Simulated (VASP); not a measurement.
# SrTi2O4 (Cmcm) in VASP: further runs

SrTi2O4 is run at these levels: PBE; tasks: single point.

All numbers are computed with VASP 6.6.1; they aren't measurements. Logs are shortened: lines on timing, memory, paths and dates and some standing lists are left out, and cuts for length are marked.

## (1) The cell of the first run

Symmetry: Cmcm, No. 63, orthorhombic system. Conventional cell: a = 3.204 Å, b = 9.893 Å, c = 10.249 Å, α = 90.00°, β = 90.00°, γ = 90.00°. Within 3.3 Å of Sr (site symmetry m2m) lie 9 O at 2.50 to 3.01 Å and 2 Ti at 3.18 Å and 2 Sr at 3.20 Å. Ti (site symmetry m) has 6 O at 1.99 to 2.15 Å within 2.6 Å. Within 2.6 Å of O (site symmetry m2m) lie 2 Ti at 1.99 Å and 2 Sr at 2.51 Å. Within 2.9 Å of O (site symmetry m) lie 3 Ti at 2.00 to 2.15 Å and 2 Sr at 2.50 Å and 5 O at 2.61 to 2.90 Å. O (site symmetry 2/m) has 4 Ti at 2.11 Å and 2 O at 2.80 Å and 2 Sr at 2.83 Å within 2.9 Å.

## (2) Single point, PBE, collinear spin

Contents of INCAR:

```
SYSTEM = SrTi2O4
  PREC = Accurate
  ENCUT = 520
  EDIFF = 1E-7
  ISMEAR = 0
  SIGMA = 0.15
  LREAL = .FALSE.
  LASPH = .TRUE.
  NELM = 150
  ALGO = Normal
  ISIF = 2
  LWAVE = .FALSE.
  LCHARG = .FALSE.
  ISPIN = 2
  MAGMOM = 0 0 1 1 1 1 0 0 0 0 0 0 0 0
  LORBIT = 11
  LMAXMIX = 4
  GGA = PE
  NBANDS = 75
```

Contents of KPOINTS:

```
Automatic mesh
0
G
  4 4 1
  0 0 0
```

Contents of POSCAR:

```
SrTi2O4
1.0
    1.6018018225     -4.9464198679      0.0000000000
    1.6018018225      4.9464198679      0.0000000000
    0.0000000000      0.0000000000     10.2487110736
Sr Ti O
2 4 8
Direct
    0.3794905076      0.6205094924      0.2500000000
    0.6205094924      0.3794905076      0.7500000000
    0.8766011403      0.1233988597      0.9382619348
    0.8766011403      0.1233988597      0.5617380652
    0.1233988597      0.8766011403      0.4382619348
    0.1233988597      0.8766011403      0.0617380652
    0.9246459593      0.0753540407      0.7500000000
    0.2367650503      0.7632349497      0.9002755954
    0.2367650503      0.7632349497      0.5997244046
    0.0753540407      0.9246459593      0.2500000000
    0.7632349497      0.2367650503      0.4002755954
    0.7632349497      0.2367650503      0.0997244046
    0.5000000000      0.5000000000      0.0000000000
    0.5000000000      0.5000000000      0.5000000000
```

Potentials or basis: VASP PAW PBE potentials, release 64 (Sr_sv, Ti_sv, O).

Launch:

```bash
$ cat potpaw_PBE.64/Sr_sv/POTCAR potpaw_PBE.64/Ti_sv/POTCAR potpaw_PBE.64/O/POTCAR > POTCAR
$ mpirun -np 1 vasp_std > vasp.out
```

OUTCAR:

```text
SYSTEM = SrTi2O4
   PREC = Accurate
   ENCUT = 520
   EDIFF = 1E-7
   ISMEAR = 0
   LREAL = .FALSE.
   LASPH = .TRUE.
   NELM = 150
   ISIF = 2
   ISPIN = 2
   LORBIT = 11
   GGA = PE

 ion  position               nearest neighbor table
   1  0.379  0.621  0.250-  11 2.50  12 2.50  11 2.50  12 2.50  10 2.51  10 2.51  14 2.83  13 2.83
                            10 3.01   5 3.18   6 3.18   6 3.48   5 3.48   6 3.48   5 3.48   3 3.57
   2  0.621  0.379  0.750-   8 2.50   9 2.50   8 2.50   9 2.50   7 2.51   7 2.51  14 2.83  13 2.83
                             7 3.01   3 3.18   4 3.18   4 3.48   3 3.48   4 3.48   3 3.48   6 3.57
   3  0.877  0.123  0.938-   7 1.99  12 2.00  13 2.11  13 2.11   8 2.15   8 2.15   6 2.75   2 3.18
                             2 3.48   2 3.48   1 3.57   1 3.57
   4  0.877  0.123  0.562-   7 1.99  11 2.00  14 2.11  14 2.11   9 2.15   9 2.15   5 2.75   2 3.18
                             2 3.48   2 3.48   1 3.57   1 3.57
   5  0.123  0.877  0.438-  10 1.99   9 2.00  14 2.11  14 2.11  11 2.15  11 2.15   4 2.75   1 3.18
                             1 3.48   1 3.48   2 3.57   2 3.57
   6  0.123  0.877  0.062-  10 1.99   8 2.00  13 2.11  13 2.11  12 2.15  12 2.15   3 2.75   1 3.18
                             1 3.48   1 3.48   2 3.57   2 3.57
   7  0.925  0.075  0.750-   3 1.99   4 1.99   2 2.51   2 2.51   2 3.01
   8  0.237  0.763  0.900-   6 2.00   3 2.15   3 2.15   2 2.50   2 2.50
   9  0.237  0.763  0.600-   5 2.00   4 2.15   4 2.15   2 2.50   2 2.50
  10  0.075  0.925  0.250-   5 1.99   6 1.99   1 2.51   1 2.51   1 3.01
  11  0.763  0.237  0.400-   4 2.00   5 2.15   5 2.15   1 2.50   1 2.50
  12  0.763  0.237  0.100-   3 2.00   6 2.15   6 2.15   1 2.50   1 2.50
  13  0.500  0.500  0.000-   6 2.11   3 2.11   6 2.11   3 2.11   1 2.83   2 2.83
  14  0.500  0.500  0.500-   5 2.11   4 2.11   5 2.11   4 2.11   1 2.83   2 2.83

  LATTYP: Found a base centered orthorhombic cell.
 ALAT       =     3.2036036450
 B/A-ratio  =     3.0880348608
 C/A-ratio  =     3.1991195570

  Lattice vectors:

 A1 = (   1.6018018225,  -4.9464198679,   0.0000000000)
 A2 = (   1.6018018225,   4.9464198679,   0.0000000000)
 A3 = (   0.0000000000,   0.0000000000,  10.2487110736)

Analysis of symmetry for initial positions (statically):
=====================================================================
 Subroutine PRICEL returns:
 Original cell was already a primitive cell.

 Routine SETGRP: Setting up the symmetry group for a
 base centered orthorhombic supercell.

 Subroutine GETGRP returns: Found  8 space group operations
 (whereof  4 operations were pure point group operations)
[... 709 lines left out ...]
 spin component 2

 k-point     1 :       0.0000    0.0000    0.0000
  band No.  band energies     occupation
      1     -50.7040      1.00000
      2     -50.7031      1.00000
      3     -50.6493      1.00000
      4     -50.6483      1.00000
      5     -27.6228      1.00000
      6     -27.6021      1.00000
[... 500 lines left out ...]
     69       9.4112      0.00000
     70       9.6503      0.00000
 [bands above 70 left out]

------------------------ aborting loop because EDIFF is reached ----------------------------------------

  FORCE on cell =-STRESS in cart. coord.  units (eV):
  Direction    XX          YY          ZZ          XY          YZ          ZX
  --------------------------------------------------------------------------------------
  -------------------------------------------------------------------------------------
  Total        0.3583413      0.1704535      0.4941741      0.0000000      0.0000000      0.0000000
  in kB        3.5351549      1.6815798      4.8751897      0.0000000      0.0000000      0.0000000
  external PRESSURE =       3.3639748 kB  Pullay stress =       0.0000000 kB

 VOLUME and BASIS-vectors are now :
 -----------------------------------------------------------------------------
  energy-cutoff  :      520.00
  volume of cell :      162.40
      direct lattice vectors                 reciprocal lattice vectors
     1.601801822 -4.946419868  0.000000000     0.312148477 -0.101083210  0.000000000
     1.601801822  4.946419868  0.000000000     0.312148477  0.101083210  0.000000000
     0.000000000  0.000000000 10.248711074     0.000000000  0.000000000  0.097573245

 POSITION                                       TOTAL-FORCE (eV/Angst)
 -----------------------------------------------------------------------------------
      1.60180      1.19218      2.56218        -0.000000     -0.076856      0.000000
      1.60180     -1.19218      7.68653        -0.000000      0.076856      0.000000
      1.60180     -3.72565      9.61598        -0.000000     -0.026298      0.024535
      1.60180     -3.72565      5.75709        -0.000000     -0.026298     -0.024535
      1.60180      3.72565      4.49162        -0.000000      0.026298      0.024535
      1.60180      3.72565      0.63274        -0.000000      0.026298     -0.024535
      1.60180     -4.20095      7.68653        -0.000000     -0.027073      0.000000
      1.60180      2.60414      9.22666        -0.000000     -0.029186      0.029071
      1.60180      2.60414      6.14640        -0.000000     -0.029186     -0.029071
      1.60180      4.20095      2.56218        -0.000000      0.027073      0.000000
      1.60180     -2.60414      4.10231        -0.000000      0.029186      0.029071
      1.60180     -2.60414      1.02205        -0.000000      0.029186     -0.029071
      1.60180      0.00000      0.00000         0.000000      0.000000      0.000000
      1.60180      0.00000      5.12436        -0.000000      0.000000      0.000000
 -----------------------------------------------------------------------------------
    total drift:                               -0.000000      0.000000      0.000000

  FREE ENERGIE OF THE ION-ELECTRON SYSTEM (eV)
  ---------------------------------------------------
  free  energy   TOTEN  =      -114.6911291591 eV

  energy  without entropy=     -114.6345392299  energy(sigma->0) =     -114.66283419

 total charge

# of ion       s       p       d       tot
------------------------------------------
    1        2.012   5.824   0.288   8.125
    2        2.012   5.824   0.288   8.125
    3        2.174   6.190   1.860  10.224
    4        2.174   6.190   1.860  10.224
    5        2.174   6.190   1.860  10.224
    6        2.174   6.190   1.860  10.224
    7        1.563   3.469   0.000   5.032
    8        1.559   3.492   0.000   5.052
    9        1.559   3.492   0.000   5.052
   10        1.563   3.469   0.000   5.032
   11        1.559   3.492   0.000   5.052
   12        1.559   3.492   0.000   5.052
   13        1.555   3.469   0.000   5.023
   14        1.555   3.469   0.000   5.023
--------------------------------------------------
tot         25.194  64.254   8.015  97.463

 magnetization (x)

# of ion       s       p       d       tot
------------------------------------------
    1        0.000   0.000   0.000   0.000
    2        0.000   0.000   0.000   0.000
    3        0.000  -0.000   0.000   0.000
    4        0.000  -0.000   0.000   0.000
    5        0.000  -0.000   0.000   0.000
    6        0.000  -0.000   0.000   0.000
    7        0.000  -0.000   0.000  -0.000
    8        0.000  -0.000   0.000  -0.000
    9        0.000  -0.000   0.000  -0.000
   10        0.000  -0.000   0.000  -0.000
   11        0.000  -0.000   0.000  -0.000
   12        0.000  -0.000   0.000  -0.000
   13        0.000  -0.000   0.000  -0.000
   14        0.000  -0.000   0.000  -0.000
--------------------------------------------------
tot          0.000  -0.000   0.000   0.000
```

OSZICAR:

```text
N       E                     dE             d eps       ncg     rms          rms(c)
DAV:   1     0.170044885694E+04    0.17004E+04   -0.56379E+04  2100   0.178E+03
DAV:   2     0.174473339774E+03   -0.15260E+04   -0.14367E+04  2140   0.552E+02
DAV:   3    -0.117496446609E+03   -0.29197E+03   -0.28398E+03  2650   0.221E+02
[... 12 lines left out ...]
DAV:  16    -0.114691124201E+03   -0.19382E-04   -0.21510E-05  2720   0.177E-02    0.123E-02
DAV:  17    -0.114691127945E+03   -0.37440E-05   -0.55210E-06  3114   0.105E-02    0.758E-03
DAV:  18    -0.114691129180E+03   -0.12346E-05   -0.21541E-06  2656   0.555E-03    0.420E-03
DAV:  19    -0.114691129154E+03    0.25129E-07   -0.12647E-06  2568   0.474E-03    0.184E-03
DAV:  20    -0.114691129159E+03   -0.46221E-08   -0.10797E-07  1272   0.171E-03
   1 F= -.11469113E+03 E0= -.11466283E+03  d E =-.565899E-01  mag=     0.0002
```

It took 13 min on 1 thread of Intel Xeon Platinum 8488C (Sapphire Rapids), shared host; peak memory 0.51 GiB.

Results:

| Item | Value |
| --- | --- |
| Free energy | -114.6911 eV |
| Pressure | 0.3 GPa |
| Largest force | 0.077 eV/Å |
| Band gap on the k mesh | zero (filled and empty bands overlap) |
| Net moment | 0.00 μB per cell |
| Valence electrons inside the program's atomic spheres | Sr 8.12; Ti 10.22; O 5.03, 5.05, 5.02 (each value once) |

Forces in eV/Å, atoms in the order of the input:
```
Sr   0.000 -0.077  0.000
Sr   0.000  0.077  0.000
Ti   0.000 -0.026  0.025
Ti   0.000 -0.026 -0.025
Ti   0.000  0.026  0.025
Ti   0.000  0.026 -0.025
O    0.000 -0.027  0.000
O    0.000 -0.029  0.029
O    0.000 -0.029 -0.029
O    0.000  0.027  0.000
O    0.000  0.029  0.029
O    0.000  0.029 -0.029
O    0.000  0.000  0.000
O    0.000  0.000  0.000
```

Stress tensor (GPa, compression positive):
```
0.35 0.00 0.00
0.00 0.17 0.00
0.00 0.00 0.49
```

Levels at points of the mesh, in eV from the Fermi level:
Spin up:
```tsv
k point	band 56	band 57	band 58	band 59	band 60	band 61
(0.00, 0.00, 0.00)	-3.30	-1.09	-1.01	0.33	0.43	0.79
(0.50, 0.00, 0.00)	-3.78	-0.49	0.11	0.40	0.44	0.45
(0.50, 0.50, 0.00)	-3.31	-1.62	-1.30	0.51	0.63	0.68
```
Spin down:
| k point | band 56 | band 57 | band 58 | band 59 | band 60 | band 61 |
| --- | --- | --- | --- | --- | --- | --- |
| (0.00, 0.00, 0.00) | -3.30 | -1.09 | -1.01 | 0.33 | 0.43 | 0.79 |
| (0.50, 0.00, 0.00) | -3.78 | -0.49 | 0.11 | 0.40 | 0.44 | 0.45 |
| (0.50, 0.50, 0.00) | -3.31 | -1.62 | -1.30 | 0.51 | 0.63 | 0.68 |

Caveat: the k points lie up to 0.61 Å⁻¹ apart; semilocal functionals often make such compounds metallic where correlation or magnetic order opens a gap, which also shifts bond lengths.

## (3) Single point, PBE

This run uses another cell than the first one, of 11.56 Å³/atom.

Contents of INCAR:

```
ALGO = Normal
EDIFF = 1E-6
ENCUT = 520
GGA = PE
ISIF = 2
ISMEAR = 0
LASPH = T
LCHARG = T
LELF = T
LREAL = F
LVHAR = T
LWAVE = F
NBANDS = 71
NELM = 100
PREC = Accurate
SIGMA = 0.2
```

Contents of KPOINTS:

```
k-points
0
Gamma
  8 8 2
```

Contents of POSCAR:

```
SrTi2O4
1.0
   -3.1791763415      0.0000000000      0.0000000000
    1.5895881708     -4.9554652503      0.0000000000
    0.0000000000      0.0000000000     10.2747749648
Sr Ti O
2 4 8
Direct
    0.3810665779      0.7621331558      0.7500000000
    0.6189334221      0.2378668442      0.2500000000
    0.8757738409      0.7515476818      0.4376428887
    0.8757738409      0.7515476818      0.0623571113
    0.1242261591      0.2484523182      0.9376428887
    0.1242261591      0.2484523182      0.5623571113
    0.9250393711      0.8500787422      0.2500000000
    0.2369144158      0.4738288315      0.3997974733
    0.2369144158      0.4738288315      0.1002025267
    0.0749606289      0.1499212578      0.7500000000
    0.7630855842      0.5261711685      0.8997974733
    0.7630855842      0.5261711685      0.6002025267
    0.5000000000      1.0000000000      0.5000000000
    0.5000000000      1.0000000000      0.0000000000
```

Potentials or basis: VASP PAW PBE potentials, release 64 (Sr_sv, Ti_sv, O).

Launch:

```bash
$ cat potpaw_PBE.64/Sr_sv/POTCAR potpaw_PBE.64/Ti_sv/POTCAR potpaw_PBE.64/O/POTCAR > POTCAR
$ mpirun -np 1 vasp_std > vasp.out
```

Wall time 16 min (1 thread of Intel Xeon Platinum 8488C (Sapphire Rapids), shared host); peak memory 0.5 GiB.

Results (log left out):

```yaml
Free_energy: -114.6747 eV
Pressure: 0.8 GPa
Largest_force: 0.031 eV/Å
Band_gap_on_the_k_mesh: zero (bands 58 and 59 overlap by 0.21 eV)
```

Forces in eV/Å, atoms in the order of the input:
```
Sr   0.000 -0.002  0.000
Sr   0.000  0.002  0.000
Ti   0.000  0.001 -0.013
Ti   0.000  0.001  0.013
Ti   0.000 -0.001 -0.013
Ti   0.000 -0.001  0.013
O    0.000  0.031  0.000
O    0.000 -0.030 -0.007
O    0.000 -0.030  0.007
O    0.000 -0.031  0.000
O    0.000  0.030 -0.007
O    0.000  0.030  0.007
O    0.000  0.000  0.000
O    0.000  0.000  0.000
```

Stress tensor (GPa, compression positive):
```
0.59 0.00 0.00
0.00 0.82 0.00
0.00 0.00 0.90
```

Levels at points of the mesh, in eV from the Fermi level:
```
           k point  band 54  band 55  band 56  band 57  band 58  band 59  band 60  band 61  band 62  band 63
(0.00, 0.00, 0.00)    -3.78    -3.43    -3.36    -1.12    -1.04     0.29     0.42     0.75     0.80     0.92
(0.50, 0.00, 0.00)    -4.17    -4.14    -3.84    -0.53     0.04     0.37     0.45     0.46     0.82     0.85
(0.00, 0.50, 0.00)    -3.89    -3.76    -3.36    -1.67    -1.34     0.49     0.59     0.61     0.67     0.75
(0.00, 0.00, 0.50)    -3.77    -3.65    -3.65    -1.08    -1.08     0.46     0.46     0.58     0.58     0.94
(0.50, 0.00, 0.50)    -4.09    -3.98    -3.98    -0.25    -0.25     0.27     0.27     0.48     0.48     1.22
(0.00, 0.50, 0.50)    -3.93    -3.51    -3.51    -1.51    -1.51     0.52     0.52     0.56     0.56     0.98
```

Caveat: semilocal functionals often make such compounds metallic where correlation or magnetic order opens a gap, which also shifts bond lengths.

## (4) Single point, PBE (10.17 Å³/atom)

This run uses another cell than the first one, of 10.17 Å³/atom.

Contents of INCAR:

```
  ALGO = Normal
  EDIFF = 1E-7
  ENCUT = 520
  GGA = PE
  ISIF = 2
  ISMEAR = 0
  LASPH = T
  LCHARG = F
  LREAL = F
  LWAVE = F
  NBANDS = 71
  NELM = 100
  PREC = Accurate
  SIGMA = 0.1
```

Contents of KPOINTS:

```
k-points
0
Gamma
  10 10 4
```

Contents of POSCAR:

```
SrTi2O4
1.0
    1.5176781036     -4.7574337233      0.0000000000
    1.5176781036      4.7574337233      0.0000000000
    0.0000000000      0.0000000000      9.8644217744
Sr Ti O
2 4 8
Direct
    0.3832513897      0.6167486103      0.7500000000
    0.6167486103      0.3832513897      0.2500000000
    0.8755188431      0.1244811569      0.4377036892
    0.8755188431      0.1244811569      0.0622963108
    0.1244811569      0.8755188431      0.9377036892
    0.1244811569      0.8755188431      0.5622963108
    0.9234661813      0.0765338187      0.2500000000
    0.2367945728      0.7632054272      0.3955979871
    0.2367945728      0.7632054272      0.1044020129
    0.0765338187      0.9234661813      0.7500000000
    0.7632054272      0.2367945728      0.8955979871
    0.7632054272      0.2367945728      0.6044020129
    0.5000000000      0.5000000000      0.5000000000
    0.5000000000      0.5000000000      0.0000000000
```

Launch:

```bash
$ cat potpaw_PBE.64/Sr_sv/POTCAR potpaw_PBE.64/Ti_sv/POTCAR potpaw_PBE.64/O/POTCAR > POTCAR
$ mpirun -np 1 vasp_std > vasp.out
```

It took 35 min on 1 thread of Intel Xeon Platinum 8488C (Sapphire Rapids), shared host; peak memory 0.85 GiB.

Results (log left out):

```yaml
Free_energy: -112.9332 eV
Pressure: 29.9 GPa
Largest_force: 0.046 eV/Å
Band_gap_on_the_k_mesh: zero (bands 58 and 59 overlap by 0.32 eV)
```

Forces on the atoms (eV/Å):
```
Sr   0.000 -0.009  0.000
Sr   0.000  0.009  0.000
Ti   0.000  0.005 -0.015
Ti   0.000  0.005  0.015
Ti   0.000 -0.005 -0.015
Ti   0.000 -0.005  0.015
O    0.000  0.046  0.000
O    0.000 -0.041  0.017
O    0.000 -0.041 -0.017
O    0.000 -0.046  0.000
O    0.000  0.041  0.017
O    0.000  0.041 -0.017
O    0.000  0.000  0.000
O    0.000  0.000  0.000
```

Stress tensor (GPa, compression positive):
```
29.89  0.00  0.00
 0.00 29.80  0.00
 0.00  0.00 29.87
```

Levels at points of the mesh, in eV from the Fermi level:
| k point | band 56 | band 57 | band 58 | band 59 | band 60 | band 61 |
| --- | --- | --- | --- | --- | --- | --- |
| (0.00, 0.00, 0.00) | -3.65 | -1.35 | -1.23 | 0.29 | 0.51 | 0.80 |
| (0.50, 0.00, 0.00) | -4.18 | -0.74 | -0.04 | 0.37 | 0.62 | 0.63 |
| (0.50, 0.50, 0.00) | -3.62 | -2.08 | -1.63 | 0.57 | 0.63 | 0.65 |
| (0.00, 0.00, 0.50) | -4.04 | -1.29 | -1.29 | 0.51 | 0.51 | 0.67 |
| (0.50, 0.00, 0.50) | -4.34 | -0.40 | -0.40 | 0.25 | 0.25 | 0.66 |
| (0.50, 0.50, 0.50) | -3.80 | -1.87 | -1.87 | 0.57 | 0.57 | 0.58 |

Caveat: the cell stands under pressure; semilocal functionals often make such compounds metallic where correlation or magnetic order opens a gap, which also shifts bond lengths.

## (5) The runs side by side

| spin | cell | k mesh | smearing | gap on the mesh (eV) | pressure (GPa) | largest force (eV/Å) |
| --- | --- | --- | --- | --- | --- | --- |
| collinear | a = 5.199, b = 5.199, c = 10.249 Å, angles 90.0, 90.0, 144.1°, 14 atoms, atomic positions A | 4 × 4 × 1 | gaussian 0.15 eV | none | 0.3 | 0.08 |
| off | a = 3.179, b = 5.204, c = 10.275 Å, angles 90.0, 90.0, 107.8°, 14 atoms, atomic positions B | 8 × 8 × 2 | gaussian 0.2 eV | none | 0.8 | 0.03 |
| off | a = 4.994, b = 4.994, c = 9.864 Å, angles 90.0, 90.0, 144.6°, 14 atoms, atomic positions C | 10 × 10 × 4 | gaussian 0.1 eV | none | 29.9 | 0.05 |

Alike in all rows: task single point; level PBE; potentials or basis VASP PAW PBE potentials, release 64 (Sr_sv, Ti_sv, O); cutoff (eV) 520.

Caveats: some runs use coarse meshes; semilocal functionals often make such compounds metallic where correlation or magnetic order opens a gap, which also shifts bond lengths; the cell stands under pressure (at least some runs).

Total energies depend on the potentials used, so only differences within one code and one set of settings carry meaning.
